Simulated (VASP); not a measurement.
Write the native input for VASP 6.6.1 that does the following.

```yaml
Task: single point
Functional: PBE
Potentials_or_basis: VASP PAW PBE potentials, release 64 (Bi_d, Te)
Cutoff: 520 eV
k_mesh: 2 × 2 × 2
Occupations: fermi-dirac, width 0.1 eV
Spin: no spin polarisation
Dipole_correction: no
Further_INCAR_settings: ALGO = Normal; EDIFF = 1e-06; NBANDS = 32
```

The structure of Bi2Te3 (Tellurobismuthite) lies in POSCAR:

```
Bi2Te3
1.0
    2.1930000000      1.2661290000     10.1656670000
   -2.1930000000      1.2661290000     10.1656670000
    0.0000000000     -2.5322580000     10.1656670000
Bi Te
2 3
Direct
    0.4000000000      0.4000000000      0.4000000000
    0.6000000000      0.6000000000      0.6000000000
    0.0000000000      0.0000000000      0.0000000000
    0.2095000000      0.2095000000      0.2095000000
    0.7905000000      0.7905000000      0.7905000000
```

These files were run (other wordings do the same):

INCAR

```
  PREC = Accurate
  ENCUT = 520
  EDIFF = 1E-6
  ISMEAR = -1
  SIGMA = 0.1
  LREAL = F
  LASPH = T
  NELM = 100
  ALGO = Normal
  ISIF = 2
  LWAVE = F
  LCHARG = F
  GGA = PE
  NBANDS = 32
```

KPOINTS

```
Automatic mesh
0
Gamma
  2 2 2
```

Potentials or basis: VASP PAW PBE potentials, release 64 (Bi_d, Te).

Run with:

```console
$ cat potpaw_PBE.64/Bi_d/POTCAR potpaw_PBE.64/Te/POTCAR > POTCAR
$ mpirun -np 1 vasp_std > vasp.out
```

It gave:

```
Pressure               : 4.2 GPa
Largest force          : 0.692 eV/Å
Band gap on the k mesh : 0.28 eV, direct
```

Caveat: the k points lie up to 0.83 Å⁻¹ apart; spin-orbit coupling is left out, which moves the levels of the heavy elements.

It took 94 s on 1 thread of AMD EPYC 9R45 96-Core Processor (Zen 5) (shared host), peak memory 0.84 GiB.
